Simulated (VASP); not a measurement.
Wanted: the native input for a VASP 6.6.1 run.

- Task: single point
- Functional: PBE
- Potentials or basis: VASP PAW PBE potentials, release 64 (Rh_pv)
- Cutoff: 520 eV
- k mesh: 21 × 21 × 12
- Occupations: gaussian, width 0.15 eV
- Spin: no spin polarisation
- Dipole correction: no
- Further INCAR settings: ALGO = Fast; EDIFF = 1e-06; NBANDS = 22

The structure of Rh lies in POSCAR:

```
Rh
1.0
    2.7518188190      0.0000000000      0.0000000000
   -1.3759094095      2.3831450039      0.0000000000
    0.0000000000      0.0000000000      4.4284955914
Rh
2
Direct
    0.6666666667      0.3333333333      0.7500000000
    0.3333333333      0.6666666667      0.2500000000
```

This isn't the form of Rh at room conditions, which is fcc.

One way to write it, as run:

INCAR

```
SYSTEM = Rh
PREC     = Accurate       ! precision mode
ENCUT    = 520            ! plane-wave cutoff, eV
EDIFF    = 1E-6           ! SCF threshold, eV
ISMEAR   = 0              ! smearing method
SIGMA    = 0.15           ! smearing width, eV
LREAL    = .FALSE.        ! projectors in reciprocal space
LASPH    = .TRUE.         ! aspherical terms in the spheres
NELM     = 80             ! most SCF steps
ALGO     = Fast           ! electronic algorithm
ISIF     = 2              ! what is computed and relaxed
LWAVE    = .FALSE.        ! write WAVECAR
LCHARG   = .FALSE.        ! write CHGCAR
GGA      = PE             ! functional
NBANDS   = 22             ! bands
```

KPOINTS

```
Automatic mesh
0
G
  21 21 12
  0 0 0
```

Potentials or basis: VASP PAW PBE potentials, release 64 (Rh_pv).

Command:

```bash
$ cat potpaw_PBE.64/Rh_pv/POTCAR > POTCAR
$ mpirun -np 1 vasp_std > vasp.out
```

Results of the run:

```yaml
Pressure: -6.8 GPa
Band_gap_on_the_k_mesh: zero (bands 15 and 16 overlap by 2.18 eV)
```

Caveat: the cell stands under tension.

Wall time 66 s on 1 thread of Intel(R) Xeon(R) 6975P-C (Granite Rapids), on a shared host, peak memory 0.27 GiB.
